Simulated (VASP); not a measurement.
Input of a VASP 6.6.1 run:

File INCAR:

```
PREC     = Accurate       # precision mode
ENCUT    = 520            # plane-wave cutoff, eV
EDIFF    = 1E-6           # SCF threshold, eV
ISMEAR   = 0              # smearing method
SIGMA    = 0.1            # smearing width, eV
LREAL    = False          # projectors in reciprocal space
LASPH    = True           # aspherical terms in the spheres
NELM     = 60             # most SCF steps
ALGO     = Fast           # electronic algorithm
ISIF     = 2              # what is computed and relaxed
LWAVE    = False          # write WAVECAR
LCHARG   = True           # write CHGCAR
GGA      = PE             # functional
LELF     = True           # ELF
LVHAR    = True         
NBANDS   = 47             # bands
```

The input KPOINTS:

```
regular mesh
0
Gamma
  12 12 8
```

POSCAR

```
TaGa5
1.0
    5.0760377617      0.0000000000      0.0000000000
   -2.5380188809      4.3959776521      0.0000000000
    0.0000000000      0.0000000000      4.9182732465
Ta Ga
1 5
Direct
    0.0000000000      0.0000000000      0.0000000000
    0.3333333333      0.6666666667      0.0000000000
    0.6666666667      0.3333333333      0.0000000000
    0.5000000000      0.0000000000      0.5000000000
    0.5000000000      0.5000000000      0.5000000000
    0.0000000000      0.5000000000      0.5000000000
```

Potentials or basis: VASP PAW PBE potentials, release 64 (Ta_pv, Ga_d).

The run is started by

```console
$ cat potpaw_PBE.64/Ta_pv/POTCAR potpaw_PBE.64/Ga_d/POTCAR > POTCAR
$ mpirun -np 1 vasp_std > vasp.out
```

(1) Predict the band gap on the k mesh.

(2) Estimate the pressure.

Results:

(1) zero (band 38 reaches 6.27 eV, above the bottom of band 39 at 4.93 eV).

(2) 0.1 GPa.

Caveat: spin-orbit coupling is left out, which moves the levels of the heavy elements.
